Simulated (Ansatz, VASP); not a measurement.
**MoSe2 in VASP and in Ansatz**

INCAR

```
SYSTEM = MoSe2
  PREC = Accurate
  ENCUT = 500
  EDIFF = 1E-6
  ISMEAR = 0
  SIGMA = 0.05
  LREAL = .False.
  LASPH = .True.
  NELM = 200
  ALGO = Normal
  ISIF = 2
  LWAVE = .False.
  LCHARG = .True.
  LNONCOLLINEAR = .True.
  MAGMOM = 0 0 2 0 0 2 0 0 0 0 0 0 0 0 0 0 0 0
  LORBIT = 11
  LSORBIT = .True.
  GGA_COMPAT = .False.
  LORBMOM = .True.
  LMAXMIX = 4
  GGA = PE
  LVHAR = .True.
  NBANDS = 68
  KPAR = 4
```

KPOINTS

```
Automatic mesh
0
Gamma
  8 8 2
  0 0 0
```

File POSCAR:

```
MoSe2
1.0
    3.3147566404      0.0000000000      0.0000000000
   -1.6573783202      2.8706634579      0.0000000000
    0.0000000000      0.0000000000     16.9611278432
Mo Se
2 4
Direct
    0.3333333333      0.6666666667      0.2500000000
    0.6666666667      0.3333333333      0.7500000000
    0.3333333333      0.6666666667      0.6515408902
    0.6666666667      0.3333333333      0.1515408902
    0.3333333333      0.6666666667      0.8484591098
    0.6666666667      0.3333333333      0.3484591098
```

Input for Ansatz:

```yaml
crystal:
  lattice:
    - [3.314756640371, 0.0, 0.0]
    - [-1.657378320186, 2.870663457925, 0.0]
    - [0.0, 0.0, 16.9611278432]
  atoms:
    - { symbol: Mo, position: [0.3333333333333, 0.6666666666667, 0.25], spin: 2.0, spin_axis: [0.0, 0.0, 1.0] }
    - { symbol: Mo, position: [0.6666666666667, 0.3333333333333, 0.75], spin: 2.0, spin_axis: [0.0, 0.0, 1.0] }
    - { symbol: Se, position: [0.3333333333333, 0.6666666666667, 0.6515408902] }
    - { symbol: Se, position: [0.6666666666667, 0.3333333333333, 0.1515408902] }
    - { symbol: Se, position: [0.3333333333333, 0.6666666666667, 0.8484591098] }
    - { symbol: Se, position: [0.6666666666667, 0.3333333333333, 0.3484591098] }
basis:
  ecutwfc: 420
  ecutrho_ratio: 4
  precision: f64
kpoints:
  mp_grid: { grid: [8, 8, 2] }
hamiltonian:
  xc: pbe
scf:
  occupations: { method: gaussian, width: 0.05 }
  eigensolver: { kind: davidson }
output:
  forces: true
  stress: true
magnetization:
  noncollinear: true
  spin_orbit: true
accuracy: high
```

Alike in both runs: task single point; functional PBE; k mesh 8 × 8 × 2; occupations gaussian, width 0.05 eV; non-collinear spin, spin-orbit coupling.

```csv
,VASP,Ansatz
version,VASP 6.6.1,Ansatz 0.2.0
potentials or method,"VASP PAW PBE potentials, release 64 (Mo_sv, Se), cutoff 500 eV","plane waves, PAW"
valence electrons in the cell,52,92
```

VASP gave:

| Item | Value |
| --- | --- |
| pressure (GPa) | 0.4 |
| traceless stress, the component that is largest in VASP (GPa) | -0.11 |
| rms of the force components (eV/Å) | 0.026 |
| net moment per atom (μB) | 0.00 |

Task: Estimate Ansatz's values.

Result: Pressure (GPa): 0.2; traceless stress, the component that is largest in VASP (GPa): -0.15; rms of the force components (eV/Å): 0.009; net moment per atom (μB): 0.00.

Atom by atom the forces differ by 0.017 eV/Å (rms over components). VASP's potentials hold 52 valence electrons a cell and Ansatz's 92, so a difference there can come from the potentials and not from the codes. Ansatz's warnings: seeded moment not kept, stress scf threshold loose.
